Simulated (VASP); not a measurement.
# MnO2 (P-3m1) in VASP: single point with LDA

Aim: the single point of MnO2 with LDA.

All numbers are computed with VASP 6.6.1; they aren't measurements. Logs are shortened: lines on timing, memory, paths and dates and some standing lists are left out, and cuts for length are marked.

**1. The cell of the first run**

It takes space group P-3m1 (No. 164, trigonal). Conventional cell: a = 2.857 Å, b = 2.857 Å, c = 4.601 Å, α = 90.00°, β = 90.00°, γ = 120.00°. Mn (site symmetry -3m) has 6 O at 1.90 Å within 2.5 Å. Within 2.6 Å of O (site symmetry 3m) lie 3 Mn at 1.90 Å and 3 O at 2.51 Å.

**2. Single point, LDA**

POSCAR reads:

```
MnO2
1.0
    2.8565781804      0.0000000000      0.0000000000
   -1.4282890902      2.4738692722      0.0000000000
    0.0000000000      0.0000000000      4.6013740589
Mn O
1 2
Direct
    0.0000000000      0.0000000000      0.5000000000
    0.6666666667      0.3333333333      0.2937074300
    0.3333333333      0.6666666667      0.7062925700
```

INCAR.step1 reads:

```
ALGO = Normal
EDIFF = 1E-6
ENCUT = 520
ISIF = 2
ISMEAR = -1
LASPH = T
LCHARG = T
LMAXMIX = 4
LREAL = F
LWAVE = F
NBANDS = 20
NELM = 80
PREC = Accurate
SIGMA = 0.03
```

KPOINTS.step1 reads:

```
k-points
0
Gamma
  11 11 6
```

INCAR.step2 reads:

```
ALGO = Normal
EDIFF = 1E-6
ENCUT = 520
ICHARG = 11
ISIF = 2
ISMEAR = -5
LASPH = T
LCHARG = F
LMAXMIX = 4
LORBIT = 10
LREAL = F
LWAVE = F
NBANDS = 20
NEDOS = 1001
NELM = 80
PREC = Accurate
SIGMA = 0.03
```

KPOINTS.step2 reads:

```
k-points
0
Gamma
  17 17 9
```

Potentials or basis: VASP PAW LDA potentials, release 64 (Mn_pv, O).

Run with:

```
cat potpaw_LDA.64/Mn_pv/POTCAR potpaw_LDA.64/O/POTCAR > POTCAR
cp INCAR.step1 INCAR
cp KPOINTS.step1 KPOINTS
mpirun -np 1 vasp_std > vasp.out
cp INCAR.step2 INCAR
cp KPOINTS.step2 KPOINTS
mpirun -np 1 vasp_std > vasp.out
```

OUTCAR:

```text
EDIFF = 1E-6
   ENCUT = 520
   ICHARG = 11
   ISIF = 2
   ISMEAR = -5
   LASPH = T
   LORBIT = 10
   LREAL = F
   NELM = 80
   PREC = Accurate

 ion  position               nearest neighbor table
   1  0.000  0.000  0.500-   2 1.90   3 1.90   2 1.90   3 1.90   2 1.90   3 1.90
   2  0.667  0.333  0.294-   1 1.90   1 1.90   1 1.90
   3  0.333  0.667  0.706-   1 1.90   1 1.90   1 1.90

  LATTYP: Found a hexagonal cell.
 ALAT       =     2.8565781804
 C/A-ratio  =     1.6107992739

  Lattice vectors:

 A1 = (   2.8565781804,   0.0000000000,   0.0000000000)
 A2 = (  -1.4282890902,   2.4738692722,   0.0000000000)
 A3 = (   0.0000000000,   0.0000000000,   4.6013740589)

Analysis of symmetry for initial positions (statically):
=====================================================================
 Subroutine PRICEL returns:
 Original cell was already a primitive cell.

 Routine SETGRP: Setting up the symmetry group for a
 hexagonal supercell.

 Subroutine GETGRP returns: Found 12 space group operations
 (whereof 12 operations were pure point group operations)
 out of a pool of 24 trial point group operations.

The static configuration has the point symmetry D_3d.

Analysis of symmetry for dynamics (positions and initial velocities):
=====================================================================
 Subroutine PRICEL returns:
 Original cell was already a primitive cell.

 Routine SETGRP: Setting up the symmetry group for a
 hexagonal supercell.

 Subroutine GETGRP returns: Found 12 space group operations
 (whereof 12 operations were pure point group operations)
 out of a pool of 24 trial point group operations.

The dynamic configuration has the point symmetry D_3d.

 Subroutine INISYM returns: Found 12 space group operations
 (whereof 12 operations are pure point group operations),
 and found     1 'primitive' translations

----------------------------------------------------------------------------------------

                                     Primitive cell

  volume of cell :      32.5170

  direct lattice vectors                    reciprocal lattice vectors
     2.856578180  0.000000000  0.000000000     0.350069187  0.202112539  0.000000000
    -1.428289090  2.473869272  0.000000000     0.000000000  0.404225078  0.000000000
     0.000000000  0.000000000  4.601374059     0.000000000  0.000000000  0.217326387

  length of vectors
     2.856578180  2.856578180  4.601374059     0.404225078  0.404225078  0.217326387

  position of ions in fractional coordinates (direct lattice)
     0.000000000  0.000000000  0.500000000
     0.666666667  0.333333333  0.293707430
     0.333333333  0.666666667  0.706292570

  ion indices of the primitive-cell ions
   primitive index   ion index
                 1           1
                 2           2
                 3           3

----------------------------------------------------------------------------------------

 KPOINTS: k-points

Automatic generation of k-mesh.
 Grid dimensions read from file:
 generate k-points for:   17   17    9

 Generating k-lattice:

  Cartesian coordinates                     Fractional coordinates (reciprocal lattice)
     0.020592305  0.011888973  0.000000000     0.058823529  0.000000000  0.000000000
     0.000000000  0.023777946  0.000000000     0.000000000  0.058823529  0.000000000
     0.000000000  0.000000000  0.024147376     0.000000000  0.000000000  0.111111111

  Length of vectors
     0.023777946  0.023777946  0.024147376

  Shift w.r.t. Gamma in fractional coordinates (k-lattice)
     0.000000000  0.000000000  0.000000000

 TETIRR: Found   3823 inequivalent tetrahedra from    15606

 Subroutine IBZKPT returns following result:
 ===========================================

 Found    261 irreducible k-points:

 Following reciprocal coordinates:
            Coordinates               Weight
  0.000000  0.000000  0.000000      1.000000
  0.058824  0.000000  0.000000      6.000000
  0.117647  0.000000  0.000000      6.000000
  0.176471  0.000000  0.000000      6.000000
  0.235294  0.000000  0.000000      6.000000
  0.294118  0.000000  0.000000      6.000000
[... 16 lines left out ...]
  0.411765  0.117647  0.000000     12.000000
  0.176471  0.176471  0.000000      6.000000
 [... further k-points ...]
   k-points           NKPTS =    261   k-points in BZ     NKDIM =    261   number of bands    NBANDS=     20
   number of dos      NEDOS =   1001   number of ions     NIONS =      3
   total plane-waves  NPLWV =  20736
   dimension x,y,z NGX =    24 NGY =   24 NGZ =   36
   dimension x,y,z NGXF=    48 NGYF=   48 NGZF=   72
   ions per type =               1   2
   NGX,Y,Z   is equivalent  to a cutoff of  13.97, 13.97, 13.01 a.u.
   NGXF,Y,Z  is equivalent  to a cutoff of  27.93, 27.93, 26.01 a.u.
 SYSTEM =  unknown system
   PREC   = accura    normal or accurate (medium, high low for compatibility)
   ISTART =      0    job   : 0-new  1-cont  2-samecut
   ICHARG =     11    charge: 1-file 2-atom 10-const
   ISPIN  =      1    spin polarized calculation?
   LNONCOLLINEAR =      F non collinear calculations
   LSORBIT =      F    spin-orbit coupling
   LASPH  =      T    aspherical Exc in radial PAW
   ENCUT  =  520.0 eV  38.22 Ry    6.18 a.u.   5.31  5.31  8.56*2*pi/ulx,y,z
   NELM   =     80;   NELMIN=  2; NELMDL=  0     # of ELM steps
   EDIFF  = 0.1E-05   stopping-criterion for ELM
   LREAL  =      F    real-space projection
   EDIFFG = 0.1E-04   stopping-criterion for IOM
   NSW    =      0    number of steps for IOM
   IBRION =     -1    ionic relax: 0-MD 1-quasi-New 2-CG
   NFREE  =      0    steps in history (QN), initial steepest desc. (CG)
   ISIF   =      2    stress and relaxation
   ISYM   =      2    0-nonsym 1-usesym 2-fastsym
   POTIM  = 0.5000    time-step for ionic-motion
   TEBEG  =    0.0;   TEEND  =   0.0 temperature during run
   PSTRESS=    0.0 pullay stress
   NELECT =      25.0000    total number of electrons
   NUPDOWN=      -1.0000    fix difference up-down
   EMIN   =  10.00;   EMAX   =-10.00  energy-range for DOS
   EFERMI =   0.00;   METHOD = LEGACY
   ISMEAR =    -5;   SIGMA  =   0.03  broadening in eV -4-tet -1-fermi 0-gaus
   EFERMI_NEDOS =   21; number of points for ismear=-14 and -15
   IALGO  =     38    algorithm
   IMIX   =      4    mixing-type and parameters
     AMIX     =   0.40;   BMIX     =  1.00
     AMIX_MAG =   1.60;   BMIX_MAG =  1.00
  volume/ion in A,a.u.               =      10.84        73.15
  Fermi-wavevector in a.u.,A,eV,Ry     =   1.499747  2.834111 30.602787  2.249241
  Thomas-Fermi vector in A             =   2.611337
   LORBIT       =     10    0 simple, 1 ext, 2 COOP (PROOUT), +10 PAW based schemes
   GGA     = CA    functional components
   LHFCALC =     F    Hartree Fock is set to
   AEXX    =    0.0000 exact exchange contribution
   IVDW    =     0    specifies the selected vdW correction
   LEPSILON=     F    determine dielectric tensor
   LRPA    =     F    only Hartree local field effects (RPA)
 non-spin polarized calculation
 Fermi weights with tetrahedron method with Bloechl corrections
  energy-cutoff  :      520.00
  volume of cell :       32.52
 maximum number of plane-waves:       890
 NGX is ok and might be reduce to    24

 number of electron      24.9999997 magnetization

 Free energy of the ion-electron system (eV)
  ---------------------------------------------------
  ext. energy  EPLUGINS =         0.00000000
  ---------------------------------------------------
  free energy    TOTEN  =       -25.33031224 eV

  energy without entropy =      -25.33031224  energy(sigma->0) =      -25.33031224

 E-fermi :   3.1834     XC(G=0): -11.4593

 val. band max:        3.1896997695   @ k =   0.4118   0.1765   0.0000
 cond. band min:       3.1845222475   @ k =  -0.0588   0.2353   0.2222
 fundamental gap:     -0.0051775220
 Fermi energy:         3.1833963793

 k-point     1 :       0.0000    0.0000    0.0000
  band No.  band energies     occupation
      1     -45.2278      2.00000
      2     -45.2278      2.00000
      3     -45.0436      2.00000
      4     -16.4968      2.00000
      5     -14.1513      2.00000
      6      -3.0454      2.00000
[... 12 lines left out ...]
     19      17.5571      0.00000
     20      22.7171      0.00000

 k-point     2 :       0.0588    0.0000    0.0000
  band No.  band energies     occupation
      1     -45.2342      2.00000
      2     -45.2293      2.00000
      3     -45.0426      2.00000
      4     -16.4508      2.00000
      5     -14.1649      2.00000
      6      -2.9900      2.00000
[... 12 lines left out ...]
     19      17.5742      0.00000
     20      22.2314      0.00000

 k-point     3 :       0.1176    0.0000    0.0000
  band No.  band energies     occupation
      1     -45.2523      2.00000
      2     -45.2333      2.00000
      3     -45.0395      2.00000
      4     -16.3168      2.00000
      5     -14.2030      2.00000
      6      -2.8303      2.00000
[... 12 lines left out ...]
     19      17.6245      0.00000
     20      21.1974      0.00000

 k-point     4 :       0.1765    0.0000    0.0000
  band No.  band energies     occupation
      1     -45.2795      2.00000
      2     -45.2394      2.00000
      3     -45.0348      2.00000
      4     -16.1069      2.00000
      5     -14.2616      2.00000
      6      -2.6934      2.00000
[... 429 lines left out ...]
 k-point    23 :       0.4118    0.1176    0.0000
  band No.  band energies     occupation
      1     -45.4030      2.00000
      2     -45.2842      2.00000
      3     -45.0108      2.00000
      4     -14.8149      2.00000
      5     -14.6425      2.00000
      6      -3.4286      2.00000
[... 12 lines left out ...]
     19      17.5288      0.00000
     20      18.8516      0.00000

 k-point    24 :       0.1765    0.1765    0.0000
  band No.  band energies     occupation
      1     -45.3426      2.00000
      2     -45.2671      2.00000
      3     -45.0219      2.00000
      4     -15.4865      2.00000
      5     -14.4277      2.00000
      6      -2.6086      2.00000
[... 12 lines left out ...]
     19      17.6925      0.00000
     20      18.6194      0.00000

 [... further k-points ...]

------------------------ aborting loop because EDIFF is reached ----------------------------------------

  FORCE on cell =-STRESS in cart. coord.  units (eV):
  Direction    XX          YY          ZZ          XY          YZ          ZX
  --------------------------------------------------------------------------------------
  -------------------------------------------------------------------------------------
  Total       -4.3153897     -4.3153897     -1.7946946      0.0000000      0.0000000      0.0000000
  in kB     -212.6278769   -212.6278769    -88.4281902      0.0000000      0.0000000      0.0000000
  external PRESSURE =    -171.2279813 kB  Pullay stress =       0.0000000 kB

 VOLUME and BASIS-vectors are now :
 -----------------------------------------------------------------------------
  energy-cutoff  :      520.00
  volume of cell :       32.52
      direct lattice vectors                 reciprocal lattice vectors
     2.856578180  0.000000000  0.000000000     0.350069187  0.202112539  0.000000000
    -1.428289090  2.473869272  0.000000000     0.000000000  0.404225078  0.000000000
     0.000000000  0.000000000  4.601374059     0.000000000  0.000000000  0.217326387

 POSITION                                       TOTAL-FORCE (eV/Angst)
 -----------------------------------------------------------------------------------
      0.00000      0.00000      2.30069         0.000000      0.000000      0.000000
      1.42829      0.82462      1.35146         0.000000      0.000000      0.849430
     -0.00000      1.64925      3.24992        -0.000000      0.000000     -0.849430
 -----------------------------------------------------------------------------------
    total drift:                               -0.000000      0.000000      0.000000

  FREE ENERGIE OF THE ION-ELECTRON SYSTEM (eV)
  ---------------------------------------------------
  free  energy   TOTEN  =       -25.3303122403 eV

  energy  without entropy=      -25.3303122403  energy(sigma->0) =      -25.33031224

 total charge

# of ion       s       p       d       tot
------------------------------------------
    1        0.349   6.437   5.059  11.845
    2        1.573   3.355   0.000   4.928
    3        1.573   3.355   0.000   4.928
--------------------------------------------------
tot          3.494  13.147   5.059  21.700
```

It took 3.5 min on 1 thread of Intel Xeon 8259CL, shared host; peak memory 0.27 GiB.

What came out:

- Valence electrons inside the program's atomic spheres: Mn 11.85; O 4.93

Caveat: an odd number of electrons without spin polarisation forces a metal; a magnetic or distorted state may lie lower; the run has no spin polarisation, though such a crystal can be magnetic; semilocal functionals often make such compounds metallic where correlation or magnetic order opens a gap, which also shifts bond lengths; tetrahedron occupations give inexact forces and stress in metals. Spin polarisation is off, so any magnetic state and its effect on volume and gap are missing.
